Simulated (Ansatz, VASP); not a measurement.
**One calculation of Bi, two programs**

File INCAR:

```
ALGO     = Normal         # electronic algorithm
EDIFF    = 1E-6           # SCF threshold, eV
ENCUT    = 520            # plane-wave cutoff, eV
GGA      = PE             # functional
ISIF     = 2              # what is computed and relaxed
ISMEAR   = -1             # smearing method
LASPH    = T              # aspherical terms in the spheres
LCHARG   = T              # write CHGCAR
LELF     = T              # ELF
LREAL    = F              # projectors in reciprocal space
LVHAR    = T            
LWAVE    = F              # write WAVECAR
NBANDS   = 14             # bands
NELM     = 80             # most SCF steps
PREC     = Accurate       # precision mode
SIGMA    = 0.08           # smearing width, eV
```

KPOINTS

```
k-points
0
Gamma
  13 13 13
```

The input POSCAR:

```
Bi
1.0
   -1.7529344281      1.7529344281      1.7529344281
    1.7529344281     -1.7529344281      1.7529344281
    1.7529344281      1.7529344281     -1.7529344281
Bi
1
Direct
    0.0000000000      0.0000000000      0.0000000000
```

Input for Ansatz:

```yaml
crystal:
  lattice:
    - [-1.7529344281, 1.7529344281, 1.7529344281]
    - [1.7529344281, -1.7529344281, 1.7529344281]
    - [1.7529344281, 1.7529344281, -1.7529344281]
  atoms:
    - { symbol: Bi, position: [0.0, 0.0, 0.0] }
kpoints:
  mp_grid: { grid: [13, 13, 13] }
scf:
  occupations: { method: fermi_dirac, width: 0.08 }
hamiltonian:
  xc: pbe
  pseudopotentials: { kind: all_electron, lapw: { basis_error: 0.001 } }
output:
  forces: true
  stress: true
  eigenvalues: true
  populations: true
```

Change from the starting cell: volume scaled by 0.68, LAPW.

Alike in both runs: task single point; functional PBE; k mesh 13 × 13 × 13; occupations fermi-dirac, width 0.08 eV; no spin polarisation.

```csv
,VASP,Ansatz
version,VASP 6.6.1,Ansatz 0.2.0
potentials or method,"VASP PAW PBE potentials, release 64 (Bi_d), cutoff 520 eV","all-electron LAPW, scalar-relativistic"
```

|  | VASP | Ansatz | Ansatz less VASP |
| --- | --- | --- | --- |
| pressure (GPa) | 48.3 | 48.5 | +0.13 |

Both programs put the cell under a high pressure, so it lies far from rest at this level. Ansatz ran all-electron here, and VASP with PAW potentials.

Spin-orbit coupling is off throughout.
